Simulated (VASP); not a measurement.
The system is ZrReH.

```
CELL_PARAMETERS angstrom
3.43639 0.00000 0.00000
0.00000 3.43639 0.00000
0.00000 0.00000 6.64322
ATOMIC_POSITIONS crystal
Zr 0.00000 0.50000 0.20000
Zr 0.50000 0.00000 0.80000
H 0.00000 0.00000 0.00000
H 0.50000 0.50000 0.00000
Re 0.00000 0.50000 0.70000
Re 0.50000 0.00000 0.30000
```

* Program: VASP 6.6.1
* Task: relaxation of cell and atoms
* Functional: RPBE
* Potentials or basis: VASP PAW PBE potentials, release 64 (Zr_sv, H, Re)
* Cutoff: 600 eV
* k mesh: 5 × 5 × 3
* Occupations: fermi-dirac, width 0.1 eV
* Spin: no spin polarisation

At the start: pressure 24.3 GPa; volume 13.07 Å³/atom.

Problem. How do energy, volume and symmetry change on relaxing?

Solution. Over 31 steps the energy falls by 1147.4 meV/atom and the volume is 13.49 Å³/atom (+3.2 %); space group P4/nmm (No. 129, to 0.05 Å).

The path:
| step | energy change (eV) | largest force (eV/Å) | pressure (GPa) | volume (Å³) |
| --- | --- | --- | --- | --- |
| 1 | 0.0000 | 3.7815 | 24.25 | 78.45 |
| 2 | -0.9799 | 0.6630 | -22.46 | 102.25 |
| 3 | -1.8896 | 1.7051 | -9.74 | 90.97 |
| 4 | -2.7388 | 1.8047 | -4.27 | 84.11 |
| 5 | -2.9751 | 1.8554 | 6.81 | 77.67 |
| 6 | -3.5988 | 1.6185 | 4.61 | 78.33 |
| 7 | -2.3460 | 6.1572 | 19.61 | 80.32 |
| 8 | -3.8962 | 0.9299 | 5.14 | 78.79 |
| 9 | -3.9221 | 1.2858 | 8.51 | 79.39 |
| 10 | -3.9895 | 0.8352 | 6.26 | 79.07 |
| 11 | -4.4315 | 0.7788 | -5.81 | 85.57 |
| 12 | -4.4466 | 0.5676 | -4.42 | 84.47 |
| 13 | -4.7040 | 1.1789 | 3.11 | 80.86 |
| 14 | -4.7345 | 1.7612 | 8.08 | 79.02 |
| 15 | -4.8661 | 1.9492 | 7.90 | 78.97 |
| 16 | -5.3622 | 2.5060 | 7.59 | 78.63 |
| 17 | -6.3947 | 1.6486 | 9.51 | 77.05 |
| 18 | -4.7974 | 2.7116 | 29.86 | 70.80 |
| 19 | -6.5762 | 0.9184 | 13.39 | 75.44 |
| 20 | -6.6853 | 1.4770 | -3.02 | 81.42 |
| 21 | -6.7360 | 1.3017 | 2.36 | 79.20 |
| 22 | -6.8323 | 0.7778 | 1.25 | 79.89 |
| 23 | -6.8806 | 0.2094 | 0.02 | 80.91 |
| 24 | -6.8811 | 0.2184 | 0.11 | 80.81 |
| 25 | -6.8834 | 0.1286 | 0.05 | 80.88 |
| 26 | -6.8846 | 0.0209 | -0.07 | 80.97 |
| 27 | -6.8846 | 0.0210 | -0.08 | 80.98 |
| 28 | -6.8847 | 0.0065 | 0.08 | 80.92 |
| 29 | -6.8847 | 0.0054 | 0.10 | 80.93 |
| 30 | -6.8847 | 0.0072 | 0.08 | 80.93 |
| 31 | -6.8847 | 0.0095 | 0.03 | 80.94 |

Final structure:
```cif
data_structure
_symmetry_space_group_name_H-M 'P 1'
_symmetry_Int_Tables_number 1
_cell_length_a 3.1607
_cell_length_b 3.1607
_cell_length_c 8.1026
_cell_angle_alpha 90.000
_cell_angle_beta 90.000
_cell_angle_gamma 90.000
_cell_volume 80.94
loop_
_atom_site_label
_atom_site_type_symbol
_atom_site_fract_x
_atom_site_fract_y
_atom_site_fract_z
_atom_site_occupancy
Zr1 Zr 0.00000 0.50000 0.17300 1
Zr2 Zr 0.50000 0.00000 0.82700 1
H1 H 0.00000 0.00000 0.00000 1
H2 H 0.50000 0.50000 0.00000 1
Re1 Re 0.00000 0.50000 0.58550 1
Re2 Re 0.50000 0.00000 0.41450 1
```

Caveat: the k points lie up to 0.40 Å⁻¹ apart in the final cell; the PAW data sets were made with another functional, which shifts forces and pressure a little.
